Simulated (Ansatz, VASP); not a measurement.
**Ca4AlO in VASP and in Ansatz**

```
Ca Al O
1.0
     8.67224    0.00000    0.00000
    -4.33612    7.51038    0.00000
     0.00000    0.00000    3.31454
Ca Al O
4 1 1
Direct
  0.33333 0.66667 0.00000
  0.12246 0.24493 0.50000
  0.75507 0.87754 0.50000
  0.12246 0.87754 0.50000
  0.66667 0.33333 0.00000
  0.00000 0.00000 0.00000
```

Change from the starting cell: species swapped into the NdAlCu4 type (P-6m2, No. 187).

Alike in both runs: functional PBE; k mesh 3 × 3 × 4; occupations gaussian, width 0.1 eV; no spin polarisation.

Ansatz relaxed the structure, and its values are those at the end. VASP's run is a single point on that final structure, the one shown.

```csv
,VASP,Ansatz
version,VASP 6.6.1,Ansatz 0.2.0
potentials or method,"VASP PAW PBE potentials, release 64 (Ca_sv, Al, O), cutoff 520 eV","scalar-relativistic, plane waves, PAW"
valence electrons in the cell,49,49
```

```csv
,VASP,Ansatz,Ansatz less VASP
gap on the k mesh at the Fermi level (eV),none,none,-
pressure (GPa),0.1,0.0,-0.06
rms of the force components (eV/Å),0.010,0.002,-0.0075
```

A gap of «none» marks a metal or a gap that the smearing closes. With one functional, cell and mesh, what is left measures potentials, basis and numerics.

The k mesh is coarse, so the values compare programs but aren't converged.
